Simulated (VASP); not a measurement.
## Ru: single point with PBEsol

Crystal: Ru.

```
CELL_PARAMETERS angstrom
2.70580 0.00000 0.00000
-1.35290 2.34329 0.00000
0.00000 0.00000 4.28190
ATOMIC_POSITIONS crystal
Ru 0.29066 0.58132 0.20329
Ru 0.66667 0.33333 0.75000
```

This cell differs from its parent crystal: atom 1 (Ru) moved by (-0.200, -0.200) A along y and z.

- Program: VASP 6.6.1
- Task: single point
- Functional: PBEsol
- Potentials or basis: VASP PAW PBE potentials, release 64 (Ru_pv)
- Cutoff: 520 eV
- k mesh: 24 × 24 × 12
- Occupations: gaussian, width 0.15 eV
- Spin: no spin polarisation
- Dipole correction: no
- Further INCAR settings: ALGO = Fast; EDIFF = 1e-06; NBANDS = 21

| Quantity | Value |
| --- | --- |
| Pressure | 3.2 GPa |
| Largest force | 3.073 eV/Å |
| Band gap on the k mesh | zero (bands 14 and 15 overlap by 2.81 eV) |

Forces in eV/Å, atoms in the order of the input:
```
Ru   0.000  1.492  2.686
Ru   0.000 -1.492 -2.686
```

Stress tensor (GPa, compression positive):
```
 3.62  0.00  0.00
 0.00 -5.98  5.77
 0.00  5.77 11.81
```

Levels at points of the mesh, in eV from the Fermi level:
```
           k point  band 12  band 13  band 14  band 15  band 16  band 17
(0.00, 0.00, 0.00)    -2.58    -1.94    -1.38    -0.57     0.53     1.45
(0.50, 0.00, 0.00)    -2.10    -1.66     1.23     1.53     1.95     4.32
(0.00, 0.50, 0.00)    -1.34    -1.19     1.48     1.56     2.27     3.33
(0.00, 0.00, 0.50)    -2.94    -2.84    -1.82    -0.28     0.47     0.86
(0.50, 0.00, 0.50)    -0.27     0.57     1.00     1.39     1.78     2.45
(0.00, 0.50, 0.50)    -0.27    -0.27    -0.27     1.62     1.67     3.38
```

It took 6 min on 1 thread of Intel(R) Xeon(R) 6975P-C (Granite Rapids), with other jobs on the host, peak memory 0.82 GiB.

Caveat: the cell differs from its parent crystal (atom 1 (Ru) moved by (-0.200, -0.200) A along y and z); the cell stands under pressure; the PAW data sets were made with another functional, which shifts forces and pressure a little.
